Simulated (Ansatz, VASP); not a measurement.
**One calculation of ZrC, two programs**

```
Zr C
1.0
     0.00000    2.56010    2.56010
     2.56010    0.00000    2.56010
     2.56010    2.56010    0.00000
Zr C
1 1
Direct
  0.00000 0.00000 0.00000
  0.25000 0.25000 0.25000
```

Alike in both runs: task single point; functional PBE; k mesh 6 × 6 × 6; occupations gaussian, width 0.05 eV; no spin polarisation.

|  | VASP | Ansatz |
| --- | --- | --- |
| version | VASP 6.6.1 | Ansatz 0.2.0 |
| potentials or method | VASP PAW PBE potentials, release 64 (Zr_sv, C), cutoff 600 eV | scalar-relativistic, plane waves, PAW |
| valence electrons in the cell | 16 | 16 |

|  | VASP | Ansatz | Ansatz less VASP |
| --- | --- | --- | --- |
| gap on the k mesh at the Fermi level (eV) | 0.54 | 0.54 | -0.001 |
| least direct gap on the mesh (eV) | 0.57 | 0.57 | 0.000 |
| pressure (GPa) | -2.7 | -2.7 | -0.07 |
